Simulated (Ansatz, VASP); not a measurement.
HgTe: VASP beside Ansatz

Contents of INCAR:

```
PREC = Accurate ; ENCUT = 520
EDIFF = 1E-7 ; ISMEAR = -1
SIGMA = 0.03 ; LREAL = F
LASPH = T ; NELM = 80
ALGO = Normal ; ISIF = 2
LWAVE = F ; LCHARG = T
GGA = CA ; LELF = T
LVHAR = T ; NBANDS = 16
```

The input KPOINTS:

```
regular mesh
0
Gamma
  11 11 11
```

Contents of POSCAR:

```
HgTe
1.0
    0.0000000000      3.2557350000      3.2235000000
    3.2557350000      0.0000000000      3.2235000000
    3.2557350000      3.2557350000      0.0000000000
Hg Te
1 1
Direct
    0.0000000000      0.0000000000      0.0000000000
    0.7500000000      0.7500000000      0.7500000000
```

Input for Ansatz:

```yaml
crystal:
  lattice:
    - [0.0, 3.255735, 3.2235]
    - [3.255735, 0.0, 3.2235]
    - [3.255735, 3.255735, 0.0]
  atoms:
    - { symbol: Hg, position: [0.0, 0.0, 0.0] }
    - { symbol: Te, position: [0.75, 0.75, 0.75] }
kpoints:
  mp_grid: { grid: [11, 11, 11] }
  band_path:
    path:
      - [0.0, 0.0, 0.0]
      - [0.0, 0.5, 0.5]
      - [0.25, 0.75, 0.5]
      - [0.0, 0.5, 0.0]
      - [0.0, 0.0, 0.0]
      - [0.5, 0.5, 0.0]
      - [0.3775125, 0.6224875, 0.0]
      - [-0.3775125, 0.3775125, 0.0]
      - [0.0, 0.0, 0.0]
    npoints: 5
scf:
  occupations: { method: fermi_dirac, width: 0.03 }
hamiltonian:
  xc: lda
  pseudopotentials: { kind: all_electron, lapw: { basis_error: 0.0005 } }
output:
  forces: true
  stress: true
  eigenvalues: true
```

Change from the starting cell: equal xx and yy strain of +1 %.

Alike in both runs: task single point; functional LDA; k mesh 11 × 11 × 11; occupations fermi-dirac, width 0.03 eV; no spin polarisation.

```csv
,VASP,Ansatz
version,VASP 6.6.1,Ansatz 0.2.0
potentials or method,"VASP PAW LDA potentials, release 64 (Hg, Te), cutoff 520 eV","all-electron LAPW, scalar-relativistic"
```

|  | VASP | Ansatz | Ansatz less VASP |
| --- | --- | --- | --- |
| pressure (GPa) | -0.9 | -1.1 | -0.23 |
| traceless stress, the component that is largest in VASP (GPa) | 0.11 | 0.11 | +0.001 |

LDA's correlation is that of Perdew and Zunger in VASP and of Perdew and Wang (1992) in Ansatz. Ansatz ran all-electron here, and VASP with PAW potentials.

Spin-orbit coupling is off throughout.
